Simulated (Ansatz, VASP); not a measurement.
**Sb: VASP beside Ansatz**

Contents of INCAR:

```
SYSTEM = Sb
ALGO     = Normal         ! electronic algorithm
EDIFF    = 1E-6           ! SCF threshold, eV
ENCUT    = 520            ! plane-wave cutoff, eV
ISIF     = 2              ! what is computed and relaxed
ISMEAR   = -1             ! smearing method
LASPH    = .TRUE.         ! aspherical terms in the spheres
LCHARG   = .FALSE.        ! write CHGCAR
LREAL    = .FALSE.        ! projectors in reciprocal space
LWAVE    = .FALSE.        ! write WAVECAR
NBANDS   = 12             ! bands
NELM     = 80             ! most SCF steps
PREC     = Accurate       ! precision mode
SIGMA    = 0.05           ! smearing width, eV
```

Contents of KPOINTS:

```
k-points
0
G
  9 9 5
  0 0 0
```

File POSCAR:

```
Sb
1.0
    3.3545324186      0.0000000000      0.0000000000
   -1.6772662093      2.9051102923      0.0000000000
    0.0000000000      0.0000000000      5.4701606500
Sb
2
Direct
    0.6666666667      0.3333333333      0.7500000000
    0.3333333333      0.6666666667      0.2500000000
```

The input input.yaml:

```yaml
crystal:
  lattice:
    - [3.3545324186, 0.0, 0.0]
    - [-1.6772662093, 2.9051102923, 0.0]
    - [0.0, 0.0, 5.47016065]
  atoms:
    - { symbol: Sb, position: [0.6666666667, 0.3333333333, 0.75] }
    - { symbol: Sb, position: [0.3333333333, 0.6666666667, 0.25] }
hamiltonian:
  xc: lda
  pseudopotentials: { kind: paw }
kpoints:
  mp_grid: { grid: [9, 9, 5] }
  band_path:
    path:
      - [[0.0, 0.0, 0.0], [0.5, 0.0, 0.0], [0.3333333333, 0.3333333333, 0.0], [0.0, 0.0, 0.0], [0.0, 0.0, 0.5], [0.5, 0.0, 0.5], [0.3333333333, 0.3333333333, 0.5], [0.0, 0.0, 0.5]]
      - [[0.5, 0.0, 0.5], [0.5, 0.0, 0.0]]
      - [[0.3333333333, 0.3333333333, 0.0], [0.3333333333, 0.3333333333, 0.5]]
    npoints: 14
scf:
  occupations: { method: fermi_dirac, width: 0.05 }
  n_extra_bands: 6
output:
  forces: true
  stress: true
  eigenvalues: true
  fatbands: true
  write_density: true
  write_potential: true
  elf: true
  volumetric_format: npy
```

Alike in both runs: functional LDA; k mesh 9 × 9 × 5; occupations fermi-dirac, width 0.05 eV; no spin polarisation.

|  | VASP | Ansatz |
| --- | --- | --- |
| version | VASP 6.6.1 | Ansatz 0.2.0 |
| potentials or method | VASP PAW LDA potentials, release 64 (Sb) | Ansatz PAW |
| plane-wave cutoff (eV) | 520 | 420 |
| valence electrons in the cell | 10 | 30 |
| task | single point | band structure |

```csv
,VASP,Ansatz,Ansatz less VASP
gap on the k mesh at the Fermi level (eV),none,none,-
pressure (GPa),-2.7,-2.7,-0.05
"traceless stress, the component that is largest in VASP (GPa)",-0.24,-0.26,-0.021
```

LDA's correlation is that of Perdew and Zunger in VASP and of Perdew and Wang (1992) in Ansatz. A gap of «none» marks a metal or a gap that the smearing closes. VASP's potentials hold 10 valence electrons a cell and Ansatz's 30, so a difference there can come from the potentials and not from the codes.

Spin-orbit coupling is off throughout.
